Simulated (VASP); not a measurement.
# Ga5N (F-43m) in VASP: further runs, part 2 of 2

VASP 6.6.1.

### Step 5. Single point, PBE

This run uses another cell than the first one, of 23.61 Å³/atom, 1.438 times its volume.

Contents of INCAR:

```
ALGO = Normal
EDIFF = 1E-6
ENCUT = 520
GGA = PE
ISIF = 2
ISMEAR = 0
LASPH = T
LCHARG = T
LELF = T
LREAL = F
LVHAR = T
LWAVE = F
NBANDS = 44
NELM = 100
PREC = Accurate
SIGMA = 0.1
```

Contents of KPOINTS:

```
k-points
0
Gamma
  8 8 8
```

Contents of POSCAR:

```
Ga5N
1.0
    0.0000000000      4.1376840914      4.1376840914
    4.1376840914      0.0000000000      4.1376840914
    4.1376840914      4.1376840914      0.0000000000
Ga N
5 1
Direct
    0.6370094070      0.0889717791      0.6370094070
    0.6370094070      0.6370094070      0.6370094070
    0.0889717791      0.6370094070      0.6370094070
    0.6370094070      0.6370094070      0.0889717791
    0.0000000000      0.0000000000      0.0000000000
    0.5000000000      0.5000000000      0.5000000000
```

Potentials or basis: VASP PAW PBE potentials, release 64 (Ga_d, N).

Started as:

```bash
> cat potpaw_PBE.64/Ga_d/POTCAR potpaw_PBE.64/N/POTCAR > POTCAR
> mpirun -np 1 vasp_std > vasp.out
```

OUTCAR:

```text
EDIFF = 1E-6
   ENCUT = 520
   GGA = PE
   ISIF = 2
   ISMEAR = 0
   LASPH = T
   LREAL = F
   NELM = 100
   PREC = Accurate

 ion  position               nearest neighbor table
   1  0.637  0.089  0.637-   6 1.96   3 2.64   4 2.64   2 2.64
   2  0.637  0.637  0.637-   6 1.96   3 2.64   4 2.64   1 2.64
   3  0.089  0.637  0.637-   6 1.96   2 2.64   4 2.64   1 2.64
   4  0.637  0.637  0.089-   6 1.96   2 2.64   3 2.64   1 2.64
   5  0.000  0.000  0.000-
   6  0.500  0.500  0.500-   1 1.96   3 1.96   4 1.96   2 1.96

  LATTYP: Found a face centered cubic cell.
 ALAT       =     8.2753681828

  Lattice vectors:

 A1 = (   0.0000000000,   4.1376840914,   4.1376840914)
 A2 = (   4.1376840914,   0.0000000000,   4.1376840914)
 A3 = (   4.1376840914,   4.1376840914,   0.0000000000)

Analysis of symmetry for initial positions (statically):
=====================================================================
 Subroutine PRICEL returns:
 Original cell was already a primitive cell.

[... 172 lines left out ...]
  ext. energy  EPLUGINS =         0.00000000
  ---------------------------------------------------
  free energy    TOTEN  =       -20.84058903 eV

  energy without entropy =      -20.82703864  energy(sigma->0) =      -20.83381384

 E-fermi :   3.1267     XC(G=0):  -9.1087

 val. band max:        3.1095330476   @ k =   0.1250   0.0000   0.0000
 cond. band min:       3.1283617711   @ k =  -0.2500   0.2500   0.0000
 fundamental gap:      0.0188287234
 Fermi energy:         3.1266642564

 k-point     1 :       0.0000    0.0000    0.0000
  band No.  band energies     occupation
      1     -13.9696      2.00000
      2     -12.2410      2.00000
      3     -12.2410      2.00000
      4     -12.2410      2.00000
      5     -12.1792      2.00000
      6     -12.1792      2.00000
[... 1117 lines left out ...]
     43       8.1589      0.00000
     44       8.4204      0.00000

 [... further k-points ...]
[... 5 lines left out ...]
  --------------------------------------------------------------------------------------
  -------------------------------------------------------------------------------------
  Total        0.0701976      0.0701976      0.0701976      0.0000000      0.0000000     -0.0000000
  in kB        0.7938362      0.7938362      0.7938362      0.0000000      0.0000000     -0.0000000
  external PRESSURE =       0.7938362 kB  Pullay stress =       0.0000000 kB

 VOLUME and BASIS-vectors are now :
 -----------------------------------------------------------------------------
  energy-cutoff  :      520.00
  volume of cell :      141.68
      direct lattice vectors                 reciprocal lattice vectors
     0.000000000  4.137684091  4.137684091    -0.120840545  0.120840545  0.120840545
     4.137684091  0.000000000  4.137684091     0.120840545 -0.120840545  0.120840545
     4.137684091  4.137684091  0.000000000     0.120840545  0.120840545 -0.120840545

 POSITION                                       TOTAL-FORCE (eV/Angst)
 -----------------------------------------------------------------------------------
      3.00388      5.27149      3.00388        -0.008077      0.008077     -0.008077
      5.27149      5.27149      5.27149         0.008077      0.008077      0.008077
      5.27149      3.00388      3.00388         0.008077     -0.008077     -0.008077
      3.00388      3.00388      5.27149        -0.008077     -0.008077      0.008077
      0.00000      0.00000      0.00000         0.000000      0.000000      0.000000
      4.13768      4.13768      4.13768         0.000000      0.000000      0.000000
 -----------------------------------------------------------------------------------
    total drift:                               -0.000003     -0.000003     -0.000003

  FREE ENERGIE OF THE ION-ELECTRON SYSTEM (eV)
  ---------------------------------------------------
  free  energy   TOTEN  =       -20.8405890284 eV

  energy  without entropy=      -20.8270386443  energy(sigma->0) =      -20.83381384
```

Run time: 4.5 min. Hardware: 1 thread of Intel Xeon Platinum 8259CL at 2.50GHz (Skylake/Cascade Lake), shared host; peak memory 0.38 GiB.

Results:

* Free energy: -20.8406 eV
* Pressure: 0.1 GPa
* Largest force: 0.014 eV/Å
* Band gap on the k mesh: zero (band 35 reaches 3.43 eV, above the bottom of band 36 at 3.01 eV)

Forces in eV/Å, atoms in the order of the input:
```
Ga  -0.008  0.008 -0.008
Ga   0.008  0.008  0.008
Ga   0.008 -0.008 -0.008
Ga  -0.008 -0.008  0.008
Ga   0.000  0.000  0.000
N    0.000  0.000  0.000
```

Levels at points of the mesh, in eV from the Fermi level:
| k point | band 31 | band 32 | band 33 | band 34 | band 35 | band 36 | band 37 | band 38 | band 39 | band 40 |
| --- | --- | --- | --- | --- | --- | --- | --- | --- | --- | --- |
| (0.00, 0.00, 0.00) | -4.20 | -2.87 | -2.87 | -2.87 | 0.30 | 0.30 | 0.50 | 0.50 | 0.50 | 1.62 |
| (0.50, 0.00, 0.00) | -4.64 | -2.70 | -2.70 | -2.51 | 0.25 | 0.25 | 1.88 | 1.88 | 1.93 | 2.52 |
| (0.50, 0.50, 0.00) | -4.98 | -2.60 | -1.96 | -1.96 | -0.71 | 1.77 | 1.77 | 1.79 | 2.26 | 2.86 |

### Step 6. Single point, PBE, collinear spin, ferromagnetic start

Contents of INCAR:

```
SYSTEM = Ga5N
PREC     = Accurate       ! precision mode
ENCUT    = 520            ! plane-wave cutoff, eV
EDIFF    = 1E-7           ! SCF threshold, eV
ISMEAR   = 0              ! smearing method
SIGMA    = 0.1            ! smearing width, eV
LREAL    = .FALSE.        ! projectors in reciprocal space
LASPH    = .TRUE.         ! aspherical terms in the spheres
NELM     = 150            ! most SCF steps
ALGO     = Normal         ! electronic algorithm
ISIF     = 2              ! what is computed and relaxed
LWAVE    = .FALSE.        ! write WAVECAR
LCHARG   = .TRUE.         ! write CHGCAR
ISPIN    = 2              ! spin polarisation
MAGMOM   = 0 0 0 0 0 1    ! initial moments
LORBIT   = 11             ! projections on sites
GGA      = PE             ! functional
LELF     = .TRUE.         ! ELF
LVHAR    = .TRUE.       
NBANDS   = 48             ! bands
```

Contents of KPOINTS:

```
Automatic mesh
0
G
  4 4 4
  0 0 0
```

Contents of POSCAR:

```
Ga5N
1.0
    0.0000000000      3.6654748600      3.6654748600
    3.6654748600      0.0000000000      3.6654748600
    3.6654748600      3.6654748600      0.0000000000
Ga N
5 1
Direct
    0.3778550300      0.3778550300      0.3778550300
    0.3778550300      0.3778550300      0.8664349100
    0.3778550300      0.8664349100      0.3778550300
    0.8664349100      0.3778550300      0.3778550300
    0.0000000000      0.0000000000      0.0000000000
    0.5000000000      0.5000000000      0.5000000000
```

Potentials or basis: VASP PAW PBE potentials, release 64 (Ga_d, N).

Started as:

```bash
> cat potpaw_PBE.64/Ga_d/POTCAR potpaw_PBE.64/N/POTCAR > POTCAR
> mpirun -np 1 vasp_std > vasp.out
```

OUTCAR:

```text
SYSTEM = Ga5N
   PREC = Accurate
   ENCUT = 520
   EDIFF = 1E-7
   ISMEAR = 0
   LREAL = .FALSE.
   LASPH = .TRUE.
   NELM = 150
   ISIF = 2
   ISPIN = 2
   LORBIT = 11
   GGA = PE

 ion  position               nearest neighbor table
   1  0.378  0.378  0.378-   6 1.55   3 2.53   4 2.53   2 2.53   2 2.65   3 2.65   4 2.65
   2  0.378  0.378  0.866-   6 1.55   3 2.53   4 2.53   1 2.53   1 2.65   3 2.65   4 2.65
   3  0.378  0.866  0.378-   6 1.55   2 2.53   4 2.53   1 2.53   1 2.65   2 2.65   4 2.65
   4  0.866  0.378  0.378-   6 1.55   2 2.53   3 2.53   1 2.53   2 2.65   3 2.65   1 2.65
   5  0.000  0.000  0.000-
   6  0.500  0.500  0.500-   1 1.55   2 1.55   3 1.55   4 1.55

  LATTYP: Found a face centered cubic cell.
 ALAT       =     7.3309497200

  Lattice vectors:

 A1 = (   0.0000000000,   3.6654748600,   3.6654748600)
 A2 = (   3.6654748600,   0.0000000000,   3.6654748600)
 A3 = (   3.6654748600,   3.6654748600,   0.0000000000)

Analysis of symmetry for initial positions (statically):
=====================================================================
 Subroutine PRICEL returns:
 Original cell was already a primitive cell.
[... 997 lines left out ...]
  Total       35.7487478     35.7487478     35.7487478      0.0000000     -0.0000000      0.0000000
  in kB      581.5012931    581.5012931    581.5012931      0.0000000     -0.0000000      0.0000000
  external PRESSURE =     581.5012931 kB  Pullay stress =       0.0000000 kB

 VOLUME and BASIS-vectors are now :
 -----------------------------------------------------------------------------
  energy-cutoff  :      520.00
  volume of cell :       98.50
      direct lattice vectors                 reciprocal lattice vectors
     0.000000000  3.665474860  3.665474860    -0.136407974  0.136407974  0.136407974
     3.665474860  0.000000000  3.665474860     0.136407974 -0.136407974  0.136407974
     3.665474860  3.665474860  0.000000000     0.136407974  0.136407974 -0.136407974

 POSITION                                       TOTAL-FORCE (eV/Angst)
 -----------------------------------------------------------------------------------
      2.77004      2.77004      2.77004        -9.682597     -9.682597     -9.682597
      4.56091      4.56091      2.77004         9.682597      9.682597     -9.682597
      4.56091      2.77004      4.56091         9.682597     -9.682597      9.682597
      2.77004      4.56091      4.56091        -9.682597      9.682597      9.682597
      0.00000      0.00000      0.00000         0.000000      0.000000      0.000000
      3.66547      3.66547      3.66547         0.000000      0.000000      0.000000
 -----------------------------------------------------------------------------------
    total drift:                               -0.000006     -0.000006     -0.000006

  FREE ENERGIE OF THE ION-ELECTRON SYSTEM (eV)
  ---------------------------------------------------
  free  energy   TOTEN  =       -10.7851679228 eV

  energy  without entropy=      -10.7595209532  energy(sigma->0) =      -10.77234444

 total charge

# of ion       s       p       d       tot
------------------------------------------
    1        0.992   1.059  10.220  12.270
    2        0.992   1.059  10.220  12.270
    3        0.992   1.059  10.220  12.270
    4        0.992   1.059  10.220  12.270
    5        1.072   0.504   9.949  11.525
    6        1.347   3.066   0.000   4.412
--------------------------------------------------
tot          6.385   7.804  50.829  65.019

 magnetization (x)

# of ion       s       p       d       tot
------------------------------------------
    1       -0.000  -0.000  -0.000  -0.000
    2       -0.000  -0.000  -0.000  -0.000
    3       -0.000  -0.000  -0.000  -0.000
    4       -0.000  -0.000  -0.000  -0.000
    5       -0.000   0.000  -0.000  -0.000
    6        0.000  -0.000   0.000  -0.000
--------------------------------------------------
tot          0.000  -0.000  -0.000  -0.000
```

OSZICAR:

```text
N       E                     dE             d eps       ncg     rms          rms(c)
DAV:   1     0.675547442538E+03    0.67555E+03   -0.32115E+04  1784   0.278E+03
DAV:   2     0.102280060540E+03   -0.57327E+03   -0.53831E+03  1552   0.652E+02
DAV:   3    -0.838360392650E+01   -0.11066E+03   -0.10819E+03  1752   0.200E+02
DAV:   4    -0.156753829088E+02   -0.72918E+01   -0.72341E+01  1776   0.538E+01
DAV:   5    -0.159735225037E+02   -0.29814E+00   -0.29791E+00  1992   0.109E+01    0.144E+01
DAV:   6    -0.102173957809E+02    0.57561E+01   -0.75608E+00  2504   0.397E+01    0.388E+00
DAV:   7    -0.109256532729E+02   -0.70826E+00   -0.10441E+01  1672   0.134E+01    0.396E+00
DAV:   8    -0.107937091979E+02    0.13194E+00   -0.61430E-01  1840   0.784E+00    0.240E+00
DAV:   9    -0.107968071431E+02   -0.30979E-02   -0.37889E-01  1880   0.287E+00    0.870E-01
DAV:  10    -0.107824326480E+02    0.14374E-01   -0.38393E-02  2296   0.210E+00    0.248E-01
DAV:  11    -0.107852485455E+02   -0.28159E-02   -0.26205E-02  1696   0.733E-01    0.109E-01
DAV:  12    -0.107851042375E+02    0.14431E-03   -0.10995E-03  2192   0.299E-01    0.358E-02
DAV:  13    -0.107851720286E+02   -0.67791E-04   -0.55065E-04  1672   0.140E-01    0.412E-02
DAV:  14    -0.107851631186E+02    0.89099E-05   -0.80141E-05  2440   0.513E-02    0.135E-02
DAV:  15    -0.107851678251E+02   -0.47064E-05   -0.28928E-05  1696   0.304E-02    0.461E-03
DAV:  16    -0.107851679228E+02   -0.97754E-07   -0.70799E-07  1888   0.873E-03
   1 F= -.10785168E+02 E0= -.10772344E+02  d E =-.256470E-01  mag=    -0.0000
```

Run time: 2.1 min. Hardware: 1 thread of Intel Xeon Platinum 8259CL at 2.50GHz (Skylake/Cascade Lake), shared host; peak memory 0.3 GiB.

What came out:

| Quantity | Value |
| --- | --- |
| Free energy | -10.7852 eV |
| Pressure | 58.2 GPa |
| Largest force | 16.771 eV/Å |
| Band gap on the k mesh | zero (filled and empty bands overlap) |
| Net moment | 0.00 μB per cell |
| Valence electrons inside the program's atomic spheres | Ga 12.27, 11.53; N 4.41 |

Forces in eV/Å, atoms in the order of the input:
```
Ga  -9.683 -9.683 -9.683
Ga   9.683  9.683 -9.683
Ga   9.683 -9.683  9.683
Ga  -9.683  9.683  9.683
Ga   0.000  0.000  0.000
N    0.000  0.000  0.000
```

Levels at points of the mesh, in eV from the Fermi level:
Spin up:
```csv
k point,band 31,band 32,band 33,band 34,band 35,band 36,band 37,band 38,band 39,band 40
"(0.00, 0.00, 0.00)",-2.88,-2.60,-2.60,-2.60,-0.32,-0.32,0.30,0.30,0.30,2.72
"(0.50, 0.00, 0.00)",-5.48,-3.19,-3.19,-1.94,0.23,0.23,2.50,2.50,2.53,4.60
"(0.50, 0.50, 0.00)",-6.81,-2.40,-2.40,-1.53,-1.51,2.13,2.94,3.16,3.16,3.46
```
Spin down:
```tsv
k point	band 33	band 34	band 35	band 36	band 37	band 38
(0.00, 0.00, 0.00)	-2.60	-2.60	-0.32	-0.32	0.30	0.30
(0.50, 0.00, 0.00)	-3.19	-1.94	0.23	0.23	2.50	2.50
(0.50, 0.50, 0.00)	-2.40	-1.53	-1.51	2.13	2.94	3.16
```

Caveat: the k points lie up to 0.37 Å⁻¹ apart; forces of over 1 eV/Å act on the atoms, so gaps and moduli don't describe the material at rest.

### Step 7. Overview

| task | spin | cell | k mesh | cutoff (eV) | gap on the mesh (eV) | pressure (GPa) | largest force (eV/Å) |
| --- | --- | --- | --- | --- | --- | --- | --- |
| single point | off | a = 5.184 Å, angles 60.0°, 6 atoms | 4 × 4 × 4 | 520 | none | 58.2 | 16.77 |
| single point | off | a = 5.858 Å, angles 60.0°, 6 atoms | 4 × 4 × 4 | 520 | none | 0.1 | - |
| relaxation of cell and atoms | off | relaxed from a = 5.184 Å, angles 60.0°, 6 atoms | 4 × 4 × 4 | 600 | none | 0.1 | 0.02 |
| single point | off | a = 5.852 Å, angles 60.0°, 6 atoms | 8 × 8 × 8 | 520 | none | 0.1 | 0.01 |
| single point | collinear, ferromagnetic start | a = 5.184 Å, angles 60.0°, 6 atoms | 4 × 4 × 4 | 520 | none | 58.2 | 16.77 |

Alike in all rows: level PBE; potentials or basis VASP PAW PBE potentials, release 64 (Ga_d, N); smearing gaussian 0.1 eV.

Caveats: some runs use coarse meshes; forces of over 1 eV/Å act on the atoms, so gaps and moduli don't describe the material at rest (some runs); the volume moved by over 15 % at a fixed basis, so the end points are rough (some runs).

Total energies depend on the potentials used, so only differences within one code and one set of settings carry meaning.
